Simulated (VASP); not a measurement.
# CoTeW: single point with PBE

CoTeW:

```
W Te Co
1.0
     5.24657    0.00000    0.00000
     0.00000    5.05525    0.00000
     0.00000    0.00000    8.84888
W Te Co
2 2 2
Direct
  0.00000 0.00000 0.54980
  0.50000 0.50000 0.45020
  0.00000 0.00000 0.01270
  0.50000 0.50000 0.98730
  0.00000 0.50000 0.27250
  0.50000 0.00000 0.72750
```

- Program: VASP 6.6.1
- Task: single point
- Functional: PBE
- Potentials or basis: VASP PAW PBE potentials, release 64 (W_sv, Te, Co)
- Cutoff: 520 eV
- k mesh: 7 × 7 × 4
- Occupations: gaussian, width 0.0442 eV
- Spin: no spin polarisation

```json
{"Pressure": "-18.0 GPa", "Largest force": "1.512 eV/Å", "Band gap on the k mesh": "zero (bands 29 and 30 overlap by 0.34 eV)"}
```

Forces on the atoms (eV/Å):
```
W    0.000  0.000 -0.413
W    0.000  0.000  0.413
Te   0.000  0.000 -0.109
Te   0.000  0.000  0.109
Co   0.000  0.000  1.512
Co   0.000  0.000 -1.512
```

Stress tensor (GPa, compression positive):
```
-21.91   0.00   0.00
  0.00 -15.29   0.00
  0.00   0.00 -16.66
```

Levels at points of the mesh, in eV from the Fermi level:
| k point | band 27 | band 28 | band 29 | band 30 | band 31 | band 32 |
| --- | --- | --- | --- | --- | --- | --- |
| (0.00, 0.00, 0.00) | -0.14 | -0.11 | -0.03 | 0.13 | 0.14 | 0.20 |
| (0.00, 0.00, 0.50) | 0.04 | 0.11 | 0.12 | 0.18 | 0.22 | 0.23 |

Run time: 8.3 min on 1 thread of Intel(R) Xeon(R) Platinum 8488C (Sapphire Rapids) (shared host), peak memory 0.58 GiB.

Caveat: the stress differs along the axes, from -22 to -15 GPa; spin-orbit coupling is left out, which moves the levels of the heavy elements; the run has no spin polarisation, though such a crystal can be magnetic; forces of over 1 eV/Å act on the atoms, so gaps and moduli don't describe the material at rest. Spin polarisation is off, so any magnetic state and its effect on volume and gap are missing.
